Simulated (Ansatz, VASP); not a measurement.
## Two plane-wave programs on ZnAu

INCAR

```
SYSTEM = ZnAu
  PREC = Accurate
  ENCUT = 520
  EDIFF = 1E-7
  ISMEAR = 0
  SIGMA = 0.1
  LREAL = .False.
  LASPH = .True.
  NELM = 60
  ALGO = Normal
  ISIF = 2
  LWAVE = .False.
  LCHARG = .False.
  GGA = PE
  NBANDS = 18
```

The input KPOINTS:

```
Automatic mesh
0
Gamma
  14 14 14
  0 0 0
```

File POSCAR:

```
ZnAu
1.0
    3.2922025800      0.0000000000      0.0000000000
    0.0000000000      3.2922025800      0.0000000000
    0.0000000000      0.0000000000      3.2922025800
Zn Au
1 1
Direct
    0.5000000000      0.5000000000      0.5000000000
    0.0000000000      0.0000000000      0.0000000000
```

Input for Ansatz:

```yaml
crystal:
  lattice:
    - [3.29220258, 0.0, 0.0]
    - [0.0, 3.29220258, 0.0]
    - [0.0, 0.0, 3.29220258]
  atoms:
    - { symbol: Zn, position: [0.5, 0.5, 0.5] }
    - { symbol: Au, position: [0.0, 0.0, 0.0] }
basis:
  ecutwfc: 420
kpoints:
  mp_grid: { grid: [14, 14, 14] }
hamiltonian:
  xc: pbe
scf:
  occupations: { method: gaussian, width: 0.1 }
output:
  forces: true
  stress: true
  eigenvalues: true
  populations: true
  write_density: true
  write_potential: true
  elf: true
  volumetric_format: npy
```

Alike in both runs: task single point; functional PBE; k mesh 14 × 14 × 14; occupations gaussian, width 0.1 eV; no spin polarisation.

|  | VASP | Ansatz |
| --- | --- | --- |
| version | VASP 6.6.1 | Ansatz 0.2.0 |
| potentials or method | VASP PAW PBE potentials, release 64 (Zn, Au), cutoff 520 eV | scalar-relativistic, plane waves, PAW |
| valence electrons in the cell | 23 | 31 |

|  | VASP | Ansatz | Ansatz less VASP |
| --- | --- | --- | --- |
| gap on the k mesh at the Fermi level (eV) | none | none | - |
| pressure (GPa) | -8.6 | -8.6 | -0.07 |

A gap of «none» marks a metal or a gap that the smearing closes. With one functional, cell and mesh, what is left measures potentials, basis and numerics. VASP's potentials hold 23 valence electrons a cell and Ansatz's 31, so a difference there can come from the potentials and not from the codes.

Neither program's run includes spin-orbit coupling.
